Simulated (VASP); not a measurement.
# W5F in VASP: notebook

The runs below take W5F through single point, with PBEsol.

All numbers are computed with VASP 6.6.1; they aren't measurements. Logs are shortened: lines on timing, memory, paths and dates and some standing lists are left out, and cuts for length are marked.

## (1) The cell of the first run

The cell holds a slab with vacuum, 6 atoms: a = 3.154 Å, b = 3.154 Å, c = 25.309 Å, α = 90.00°, β = 90.00°, γ = 90.00°.

## (2) Single point, PBEsol

INCAR

```
SYSTEM = W5F
ALGO = Normal ; DIPOL = 0.5 0.5 0.491
EDIFF = 1E-7 ; ENCUT = 520
GGA = PS ; IDIPOL = 3
ISIF = 2 ; ISMEAR = 0
LASPH = .True. ; LCHARG = .False.
LDIPOL = .True. ; LREAL = .False.
LWAVE = .False. ; NBANDS = 48
NELM = 80 ; PREC = Accurate
SIGMA = 0.1
```

KPOINTS

```
k-points
0
Gamma
  9 9 1
  0 0 0
```

POSCAR

```
W5F
1.0
    3.1543602768      0.0000000000      0.0000000000
    0.0000000000      3.1543602768      0.0000000000
    0.0000000000      0.0000000000     25.3087205537
W F
5 1
Direct
    0.5000000000      0.5000000000      0.3358526158
    0.0000000000      0.0000000000      0.3981702717
    0.5000000000      0.5000000000      0.4591284181
    0.0000000000      0.0000000000      0.5233039978
    0.5000000000      0.5000000000      0.5784891153
    0.5000000000      0.5000000000      0.6516616930
```

Potentials or basis: VASP PAW PBE potentials, release 64 (W_sv, F).

Started as:

```
> cat potpaw_PBE.64/W_sv/POTCAR potpaw_PBE.64/F/POTCAR > POTCAR
> mpirun -np 1 vasp_std > vasp.out
```

OUTCAR:

```text
SYSTEM = W5F
   EDIFF = 1E-7
   ENCUT = 520
   GGA = PS
   ISIF = 2
   ISMEAR = 0
   LASPH = .True.
   LREAL = .False.
   NELM = 80
   PREC = Accurate

 ion  position               nearest neighbor table
   1  0.500  0.500  0.336-   2 2.73   2 2.73   2 2.73   2 2.73   3 3.12
   2  0.000  0.000  0.398-   3 2.71   3 2.71   3 2.71   3 2.71   1 2.73   1 2.73   1 2.73   1 2.73
                             4 3.17
   3  0.500  0.500  0.459-   2 2.71   2 2.71   2 2.71   2 2.71   4 2.76   4 2.76   4 2.76   4 2.76
                             5 3.02   1 3.12
   4  0.000  0.000  0.523-   5 2.63   5 2.63   5 2.63   5 2.63   3 2.76   3 2.76   3 2.76   3 2.76
                             2 3.17
   5  0.500  0.500  0.578-   6 1.85   4 2.63   4 2.63   4 2.63   4 2.63   3 3.02
   6  0.500  0.500  0.652-   5 1.85

  LATTYP: Found a simple tetragonal cell.
 ALAT       =     3.1543602768
 C/A-ratio  =     8.0234083405

  Lattice vectors:

 A1 = (   3.1543602768,   0.0000000000,   0.0000000000)
 A2 = (   0.0000000000,   3.1543602768,   0.0000000000)
 A3 = (   0.0000000000,   0.0000000000,  25.3087205537)

Analysis of symmetry for initial positions (statically):
=====================================================================
 Subroutine PRICEL returns:
 Original cell was already a primitive cell.

 Routine SETGRP: Setting up the symmetry group for a
 simple tetragonal supercell.

 Subroutine GETGRP returns: Found  8 space group operations
 (whereof  8 operations were pure point group operations)
 out of a pool of 16 trial point group operations.

The static configuration has the point symmetry C_4v.

Analysis of symmetry for dynamics (positions and initial velocities):
=====================================================================
 Subroutine PRICEL returns:
 Original cell was already a primitive cell.

 Routine SETGRP: Setting up the symmetry group for a
 simple tetragonal supercell.

 Subroutine GETGRP returns: Found  8 space group operations
 (whereof  8 operations were pure point group operations)
 out of a pool of 16 trial point group operations.

The dynamic configuration has the point symmetry C_4v.

 Subroutine INISYM returns: Found  8 space group operations
 (whereof  8 operations are pure point group operations),
 and found     1 'primitive' translations

----------------------------------------------------------------------------------------

[... 100 lines left out ...]
   PSTRESS=    0.0 pullay stress
   NELECT =      77.0000    total number of electrons
   NUPDOWN=      -1.0000    fix difference up-down
   EMIN   =  10.00;   EMAX   =-10.00  energy-range for DOS
   EFERMI =   0.00;   METHOD = LEGACY
   ISMEAR =     0;   SIGMA  =   0.10  broadening in eV -4-tet -1-fermi 0-gaus
   EFERMI_NEDOS =   21; number of points for ismear=-14 and -15
   IALGO  =     38    algorithm
   IMIX   =      4    mixing-type and parameters
     AMIX     =   0.40;   BMIX     =  1.00
     AMIX_MAG =   1.60;   BMIX_MAG =  1.00
  volume/ion in A,a.u.               =      41.97       283.23
  Fermi-wavevector in a.u.,A,eV,Ry     =   1.102912  2.084201 16.550325  1.216415
  Thomas-Fermi vector in A             =   2.239362
   LORBIT       =      0    0 simple, 1 ext, 2 COOP (PROOUT), +10 PAW based schemes
   GGA     = PS    functional components
   LHFCALC =     F    Hartree Fock is set to
   AEXX    =    0.0000 exact exchange contribution
   IVDW    =     0    specifies the selected vdW correction
   LEPSILON=     F    determine dielectric tensor
   LRPA    =     F    only Hartree local field effects (RPA)
 non-spin polarized calculation
 Gauss-broadening in eV      SIGMA  =   0.10
  energy-cutoff  :      520.00
  volume of cell :      251.82
 maximum number of plane-waves:      6860
 NGX is ok and might be reduce to    24
   NGX = 11   NGY = 11   NGZ = 95

 dipolmoment           0.000000      0.000000     -0.080707 electrons x Angstroem

 number of electron      76.9999997 magnetization

 dipolmoment           0.000000      0.000000      0.128855 electrons x Angstroem

 Free energy of the ion-electron system (eV)
  ---------------------------------------------------
  ext. energy  EPLUGINS =         0.00000000
  ---------------------------------------------------
  free energy    TOTEN  =       -69.76689341 eV

  energy without entropy =      -69.73535675  energy(sigma->0) =      -69.75112508

 E-fermi :   0.0289     XC(G=0):  -5.4938

 val. band max:        0.0156481421   @ k =   0.3333   0.3333   0.0000
 cond. band min:       0.0309454632   @ k =   0.1111   0.1111   0.0000
 fundamental gap:      0.0152973211
 Fermi energy:         0.0288866363

 k-point     1 :       0.0000    0.0000    0.0000
  band No.  band energies     occupation
      1     -74.3370      2.00000
      2     -74.0250      2.00000
      3     -73.9834      2.00000
      4     -73.7495      2.00000
      5     -73.5819      2.00000
      6     -38.9680      2.00000
[... 754 lines left out ...]
     47       3.4041      0.00000
     48       3.4357      0.00000

------------------------ aborting loop because EDIFF is reached ----------------------------------------

 vacuum level on the upper side and lower side of the slab       (xc-potential included)         1.140        -1.155

  FORCE on cell =-STRESS in cart. coord.  units (eV):
  Direction    XX          YY          ZZ          XY          YZ          ZX
  --------------------------------------------------------------------------------------
  -------------------------------------------------------------------------------------
  Total       -4.0357259     -4.0357259      0.8138623      0.0000000      0.0000000      0.0000000
  in kB      -25.6767153    -25.6767153      5.1780795      0.0000000      0.0000000      0.0000000
  external PRESSURE =     -15.3917837 kB  Pullay stress =       0.0000000 kB

 VOLUME and BASIS-vectors are now :
 -----------------------------------------------------------------------------
  energy-cutoff  :      520.00
  volume of cell :      251.82
      direct lattice vectors                 reciprocal lattice vectors
     3.154360277  0.000000000  0.000000000     0.317021492  0.000000000  0.000000000
     0.000000000  3.154360277  0.000000000     0.000000000  0.317021492  0.000000000
     0.000000000  0.000000000 25.308720554     0.000000000  0.000000000  0.039512072

 POSITION                                       TOTAL-FORCE (eV/Angst)
 -----------------------------------------------------------------------------------
      1.57718      1.57718      8.50000         0.000000      0.000000      1.566469
      0.00000      0.00000     10.07718         0.000000      0.000000     -1.503521
      1.57718      1.57718     11.61995         0.000000      0.000000     -0.443631
      0.00000      0.00000     13.24415         0.000000      0.000000     -1.107019
      1.57718      1.57718     14.64082        -0.000000     -0.000000      1.063249
      1.57718      1.57718     16.49272         0.000000      0.000000      0.424454
 -----------------------------------------------------------------------------------
    total drift:                                0.000000     -0.000000      0.000810

  FREE ENERGIE OF THE ION-ELECTRON SYSTEM (eV)
  ---------------------------------------------------
  free  energy   TOTEN  =       -69.7668934129 eV

  energy  without entropy=      -69.7353567460  energy(sigma->0) =      -69.75112508

 vacuum level on the upper side and lower side of the slab         6.748         4.405
```

stdout:

```text
POSCAR found type information on POSCAR W F
 POSCAR found :  2 types and       6 ions
 scaLAPACK will be used
 -----------------------------------------------------------------------------
|                                                                             |
|                                                                             |
|     You enforced a specific xc type in the INCAR file but a different       |
|     I HOPE YOU KNOW WHAT YOU ARE DOING!                                     |
|                                                                             |
 -----------------------------------------------------------------------------

 LDA part: xc-table for (Slater+PW92), standard interpolation
 POSCAR, INCAR and KPOINTS ok, starting setup
 FFT: planning ... GRIDC
 FFT: planning ... GRID_SOFT
 FFT: planning ... GRID
 WAVECAR not read
 entering main loop
```

It took 3.2 min on 1 thread of Intel Xeon 6975P-C (Granite Rapids), shared host; peak memory 0.4 GiB.

Results:

```
Free energy            : -69.7669 eV
Largest force          : 1.566 eV/Å
Band gap on the k mesh : zero (an odd number of electrons rules out a gap without spin polarisation)
```

Forces in eV/Å, atoms in the order of the input:
```
W    0.000  0.000  1.566
W    0.000  0.000 -1.504
W    0.000  0.000 -0.444
W    0.000  0.000 -1.107
W    0.000  0.000  1.063
F    0.000  0.000  0.424
```

Levels at points of the mesh, in eV from the Fermi level:
```tsv
k point	band 37	band 38	band 39	band 40	band 41	band 42
(0.00, 0.00, 0.00)	-0.65	-0.30	-0.14	-0.10	0.14	0.14
```

Caveat: the PAW data sets were made with another functional, which shifts forces and pressure a little; spin-orbit coupling is left out, which moves the levels of the heavy elements; an odd number of electrons without spin polarisation forces a metal; a magnetic or distorted state may lie lower.

## (3) Single point, PBEsol

INCAR

```
ALGO = Normal
DIPOL = 0.5 0.5 0.488
EDIFF = 1E-6
ENCUT = 520
GGA = PS
IDIPOL = 3
ISIF = 2
ISMEAR = 0
LASPH = T
LCHARG = F
LDIPOL = T
LREAL = F
LWAVE = F
NBANDS = 48
NELM = 100
PREC = Accurate
SIGMA = 0.1
```

KPOINTS

```
k-points
0
Gamma
  9 9 1
```

POSCAR: that of step 2 with these lines changed.

```diff
@@ -13,2 +13,2 @@
     0.5000000000      0.5000000000      0.5784891153
-    0.5000000000      0.5000000000      0.6516616930
+    1.0000000000      1.0000000000      0.6341082062
```

Potentials or basis: VASP PAW PBE potentials, release 64 (W_sv, F).

Started as:

```
> cat potpaw_PBE.64/W_sv/POTCAR potpaw_PBE.64/F/POTCAR > POTCAR
> mpirun -np 1 vasp_std > vasp.out
```

OUTCAR:

```text
EDIFF = 1E-6
   ENCUT = 520
   GGA = PS
   ISIF = 2
   ISMEAR = 0
   LASPH = T
   LREAL = F
   NELM = 100
   PREC = Accurate

 ion  position               nearest neighbor table
   1  0.500  0.500  0.336-   2 2.73   2 2.73   2 2.73   2 2.73   3 3.12
   2  0.000  0.000  0.398-   3 2.71   3 2.71   3 2.71   3 2.71   1 2.73   1 2.73   1 2.73   1 2.73
                             4 3.17
   3  0.500  0.500  0.459-   2 2.71   2 2.71   2 2.71   2 2.71   4 2.76   4 2.76   4 2.76   4 2.76
                             5 3.02   1 3.12
   4  0.000  0.000  0.523-   5 2.63   5 2.63   5 2.63   5 2.63   3 2.76   3 2.76   3 2.76   3 2.76
                             2 3.17
   5  0.500  0.500  0.578-   4 2.63   4 2.63   4 2.63   4 2.63   6 2.64   6 2.64   6 2.64   6 2.64
                             3 3.02
   6  0.000  0.000  0.634-   5 2.64   5 2.64   5 2.64   5 2.64

  LATTYP: Found a simple tetragonal cell.
 ALAT       =     3.1543602768
 C/A-ratio  =     8.0234083405

  Lattice vectors:

 A1 = (   3.1543602768,   0.0000000000,   0.0000000000)
 A2 = (   0.0000000000,   3.1543602768,   0.0000000000)
 A3 = (   0.0000000000,   0.0000000000,  25.3087205537)

Analysis of symmetry for initial positions (statically):
=====================================================================
 Subroutine PRICEL returns:
 Original cell was already a primitive cell.

 Routine SETGRP: Setting up the symmetry group for a
 simple tetragonal supercell.

 Subroutine GETGRP returns: Found  8 space group operations
 (whereof  8 operations were pure point group operations)
 out of a pool of 16 trial point group operations.

The static configuration has the point symmetry C_4v.

Analysis of symmetry for dynamics (positions and initial velocities):
=====================================================================
 Subroutine PRICEL returns:
 Original cell was already a primitive cell.

 Routine SETGRP: Setting up the symmetry group for a
 simple tetragonal supercell.

 Subroutine GETGRP returns: Found  8 space group operations
 (whereof  8 operations were pure point group operations)
 out of a pool of 16 trial point group operations.

The dynamic configuration has the point symmetry C_4v.

 Subroutine INISYM returns: Found  8 space group operations
 (whereof  8 operations are pure point group operations),
 and found     1 'primitive' translations

----------------------------------------------------------------------------------------

                                     Primitive cell

  volume of cell :     251.8215

  direct lattice vectors                    reciprocal lattice vectors
     3.154360277  0.000000000  0.000000000     0.317021492  0.000000000  0.000000000
     0.000000000  3.154360277  0.000000000     0.000000000  0.317021492  0.000000000
     0.000000000  0.000000000 25.308720554     0.000000000  0.000000000  0.039512072

  length of vectors
     3.154360277  3.154360277 25.308720554     0.317021492  0.317021492  0.039512072

  position of ions in fractional coordinates (direct lattice)
     0.500000000  0.500000000  0.335852616
     0.000000000  0.000000000  0.398170272
[... 54 lines left out ...]
  0.333333  0.333333  0.000000      4.000000
  0.444444  0.333333  0.000000      8.000000
  0.444444  0.444444  0.000000      4.000000
   k-points           NKPTS =     15   k-points in BZ     NKDIM =     15   number of bands    NBANDS=     48
   number of dos      NEDOS =    301   number of ions     NIONS =      6
   total plane-waves  NPLWV = 110592
   dimension x,y,z NGX =    24 NGY =   24 NGZ =  192
   dimension x,y,z NGXF=    48 NGYF=   48 NGZF=  384
   ions per type =               5   1
   NGX,Y,Z   is equivalent  to a cutoff of  12.65, 12.65, 12.61 a.u.
   NGXF,Y,Z  is equivalent  to a cutoff of  25.30, 25.30, 25.22 a.u.
 SYSTEM =  unknown system
   PREC   = accura    normal or accurate (medium, high low for compatibility)
   ISTART =      0    job   : 0-new  1-cont  2-samecut
   ICHARG =      2    charge: 1-file 2-atom 10-const
   ISPIN  =      1    spin polarized calculation?
   LNONCOLLINEAR =      F non collinear calculations
   LSORBIT =      F    spin-orbit coupling
   LASPH  =      T    aspherical Exc in radial PAW
   ENCUT  =  520.0 eV  38.22 Ry    6.18 a.u.   5.87  5.87 47.06*2*pi/ulx,y,z
   NELM   =    100;   NELMIN=  2; NELMDL= -5     # of ELM steps
   EDIFF  = 0.1E-05   stopping-criterion for ELM
   LREAL  =      F    real-space projection
   EDIFFG = 0.1E-04   stopping-criterion for IOM
   NSW    =      0    number of steps for IOM
   IBRION =     -1    ionic relax: 0-MD 1-quasi-New 2-CG
   NFREE  =      0    steps in history (QN), initial steepest desc. (CG)
   ISIF   =      2    stress and relaxation
   ISYM   =      2    0-nonsym 1-usesym 2-fastsym
   POTIM  = 0.5000    time-step for ionic-motion
   TEBEG  =    0.0;   TEEND  =   0.0 temperature during run
   PSTRESS=    0.0 pullay stress
   NELECT =      77.0000    total number of electrons
   NUPDOWN=      -1.0000    fix difference up-down
   EMIN   =  10.00;   EMAX   =-10.00  energy-range for DOS
   EFERMI =   0.00;   METHOD = LEGACY
   ISMEAR =     0;   SIGMA  =   0.10  broadening in eV -4-tet -1-fermi 0-gaus
   EFERMI_NEDOS =   21; number of points for ismear=-14 and -15
   IALGO  =     38    algorithm
   IMIX   =      4    mixing-type and parameters
     AMIX     =   0.40;   BMIX     =  1.00
     AMIX_MAG =   1.60;   BMIX_MAG =  1.00
  volume/ion in A,a.u.               =      41.97       283.23
  Fermi-wavevector in a.u.,A,eV,Ry     =   1.102912  2.084201 16.550325  1.216415
  Thomas-Fermi vector in A             =   2.239362
   LORBIT       =      0    0 simple, 1 ext, 2 COOP (PROOUT), +10 PAW based schemes
   GGA     = PS    functional components
   LHFCALC =     F    Hartree Fock is set to
   AEXX    =    0.0000 exact exchange contribution
   IVDW    =     0    specifies the selected vdW correction
   LEPSILON=     F    determine dielectric tensor
   LRPA    =     F    only Hartree local field effects (RPA)
 non-spin polarized calculation
 Gauss-broadening in eV      SIGMA  =   0.10
  energy-cutoff  :      520.00
  volume of cell :      251.82
 maximum number of plane-waves:      6860
 NGX is ok and might be reduce to    24
   NGX = 11   NGY = 11   NGZ = 95

 dipolmoment           0.000000      0.000000     -0.043460 electrons x Angstroem

 number of electron      77.0000001 magnetization

 dipolmoment           0.000000      0.000000      0.095199 electrons x Angstroem

 Free energy of the ion-electron system (eV)
  ---------------------------------------------------
  ext. energy  EPLUGINS =         0.00000000
  ---------------------------------------------------
  free energy    TOTEN  =       -68.39441844 eV

  energy without entropy =      -68.36208357  energy(sigma->0) =      -68.37825101

 E-fermi :   0.2322     XC(G=0):  -5.4652

 val. band max:        0.2283711698   @ k =   0.3333   0.3333   0.0000
 cond. band min:       0.2347793725   @ k =   0.4444   0.2222   0.0000
 fundamental gap:      0.0064082027
 Fermi energy:         0.2322445298

 k-point     1 :       0.0000    0.0000    0.0000
  band No.  band energies     occupation
      1     -74.0175      2.00000
      2     -73.9038      2.00000
      3     -73.8218      2.00000
      4     -73.5868      2.00000
      5     -73.5224      2.00000
      6     -38.4446      2.00000
[... 754 lines left out ...]
     47       3.5559      0.00000
     48       3.6086      0.00000

------------------------ aborting loop because EDIFF is reached ----------------------------------------

 vacuum level on the upper side and lower side of the slab       (xc-potential included)         0.673        -1.003

  FORCE on cell =-STRESS in cart. coord.  units (eV):
  Direction    XX          YY          ZZ          XY          YZ          ZX
  --------------------------------------------------------------------------------------
  -------------------------------------------------------------------------------------
  Total       -7.2515353     -7.2515353     -1.1189471      0.0000000     -0.0000000      0.0000000
  in kB      -46.1368318    -46.1368318     -7.1191370      0.0000000     -0.0000000      0.0000000
  external PRESSURE =     -33.1309335 kB  Pullay stress =       0.0000000 kB

 VOLUME and BASIS-vectors are now :
 -----------------------------------------------------------------------------
  energy-cutoff  :      520.00
  volume of cell :      251.82
      direct lattice vectors                 reciprocal lattice vectors
     3.154360277  0.000000000  0.000000000     0.317021492  0.000000000  0.000000000
     0.000000000  3.154360277  0.000000000     0.000000000  0.317021492  0.000000000
     0.000000000  0.000000000 25.308720554     0.000000000  0.000000000  0.039512072

 POSITION                                       TOTAL-FORCE (eV/Angst)
 -----------------------------------------------------------------------------------
      1.57718      1.57718      8.50000        -0.000000      0.000000      1.504170
      0.00000      0.00000     10.07718         0.000000      0.000000     -1.491909
      1.57718      1.57718     11.61995         0.000000     -0.000000      0.165542
      0.00000      0.00000     13.24415         0.000000      0.000000     -1.350301
      1.57718      1.57718     14.64082         0.000000      0.000000      1.156334
      0.00000      0.00000     16.04847         0.000000      0.000000      0.016164
 -----------------------------------------------------------------------------------
    total drift:                                0.000000     -0.000000     -0.000037

  FREE ENERGIE OF THE ION-ELECTRON SYSTEM (eV)
  ---------------------------------------------------
  free  energy   TOTEN  =       -68.3944184382 eV

  energy  without entropy=      -68.3620835746  energy(sigma->0) =      -68.37825101

 vacuum level on the upper side and lower side of the slab         6.246         4.525
```

It took 3.1 min on 1 thread of Intel Xeon 6975P-C (Granite Rapids), shared host; peak memory 0.39 GiB.

What came out:

```
Free energy            : -68.3944 eV
Largest force          : 1.504 eV/Å
Band gap on the k mesh : zero (an odd number of electrons rules out a gap without spin polarisation)
```

Forces on the atoms (eV/Å):
```
W    0.000  0.000  1.504
W    0.000  0.000 -1.492
W    0.000  0.000  0.166
W    0.000  0.000 -1.350
W    0.000  0.000  1.156
F    0.000  0.000  0.016
```

Caveat: the PAW data sets were made with another functional, which shifts forces and pressure a little; spin-orbit coupling is left out, which moves the levels of the heavy elements; an odd number of electrons without spin polarisation forces a metal; a magnetic or distorted state may lie lower.
